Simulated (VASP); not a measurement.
Wanted: the native input for a VASP 6.6.1 run.

| Quantity | Value |
| --- | --- |
| Task | single point |
| Functional | PBEsol |
| Potentials or basis | VASP PAW PBE potentials, release 64 (Na_pv, H) |
| Cutoff | 500 eV |
| k mesh | 7 × 7 × 7 |
| Occupations | fermi-dirac, width 0.02 eV |
| Spin | no spin polarisation |
| Dipole correction | no |
| Further INCAR settings | ALGO = Normal; EDIFF = 1e-06; NBANDS = 11 |

The structure of NaH lies in POSCAR:

```
NaH
1.0
   -0.0162666667      2.4318666667      2.4318666667
    2.4318666667     -0.0162666667      2.4318666667
    2.4318666667      2.4318666667     -0.0162666667
Na H
1 1
Direct
    0.0000000000      0.0000000000      0.0000000000
    0.5000000000      0.5000000000      0.5000000000
```

One way to write it, as run:

INCAR

```
  PREC = Accurate
  ENCUT = 500
  EDIFF = 1E-6
  ISMEAR = -1
  SIGMA = 0.02
  LREAL = False
  LASPH = True
  NELM = 120
  ALGO = Normal
  ISIF = 2
  LWAVE = False
  LCHARG = True
  GGA = PS
  LELF = True
  LVHAR = True
  NBANDS = 11
  GGA_COMPAT = False
```

KPOINTS

```
Automatic mesh
0
Gamma
  7 7 7
```

Potentials or basis: VASP PAW PBE potentials, release 64 (Na_pv, H).

Launch:

```sh
$ cat potpaw_PBE.64/Na_pv/POTCAR potpaw_PBE.64/H/POTCAR > POTCAR
$ mpirun -np 1 vasp_std > vasp.out
```

It gave:

```yaml
Pressure: -1.3 GPa
Band_gap_on_the_k_mesh: 3.97 eV (least direct gap 4.63 eV)
```

Caveat: the PAW data sets were made with another functional, which shifts forces and pressure a little; an odd mesh through Γ misses points on the zone boundary, where band edges can lie.

Run time: 18 s on 1 thread of Intel(R) Xeon(R) Platinum 8259CL CPU @ 2.50GHz (Skylake/Cascade Lake), with other jobs on the host, peak memory 0.15 GiB.
